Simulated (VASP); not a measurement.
A run of VASP 6.6.1 is set up as follows.

The input POSCAR:

```
MgS
1.0
    0.0000000000      2.8331200468      2.8331200468
    2.8331200468      0.0000000000      2.8331200468
    2.8331200468      2.8331200468      0.0000000000
S Mg
1 1
Direct
    0.2500000000      0.2500000000      0.2500000000
    0.0000000000      0.0000000000      0.0000000000
```

The input INCAR.step1:

```
SYSTEM = MgS
PREC = Accurate
ENCUT = 520
EDIFF = 1E-5
ISMEAR = -1
SIGMA = 0.05
LREAL = .False.
LASPH = .True.
NELM = 80
ALGO = Normal
ISIF = 2
LWAVE = .True.
GGA = PE
NBANDS = 11
```

File INCAR.step2:

```
SYSTEM = MgS
PREC = Accurate
ENCUT = 520
EDIFF = 1E-6
ISMEAR = -1
SIGMA = 0.05
LREAL = .False.
LASPH = .True.
NELM = 80
ALGO = Normal
ISIF = 2
LWAVE = .False.
LCHARG = .True.
GGA = PE
LHFCALC = .True.
HFSCREEN = 0.2079
PRECFOCK = Normal
LELF = .True.
LVHAR = .True.
ISTART = 1
NBANDS = 11
```

KPOINTS

```
regular mesh
0
Gamma
  4 4 4
  0 0 0
```

Potentials or basis: VASP PAW PBE potentials, release 64 (S, Mg).

Run with:

```bash
$ cat potpaw_PBE.64/S/POTCAR potpaw_PBE.64/Mg/POTCAR > POTCAR
$ cp INCAR.step1 INCAR
$ mpirun -np 1 vasp_std > vasp.out
$ cp INCAR.step2 INCAR
$ mpirun -np 1 vasp_std > vasp.out
```

(1) What does it give for the pressure?

(2) Estimate the band gap on the k mesh.

Results:

(1) -0.2 GPa.

(2) 4.50 eV, direct.

Caveat: the k points lie up to 0.48 Å⁻¹ apart; the PAW data sets were made with another functional, which shifts forces and pressure a little.
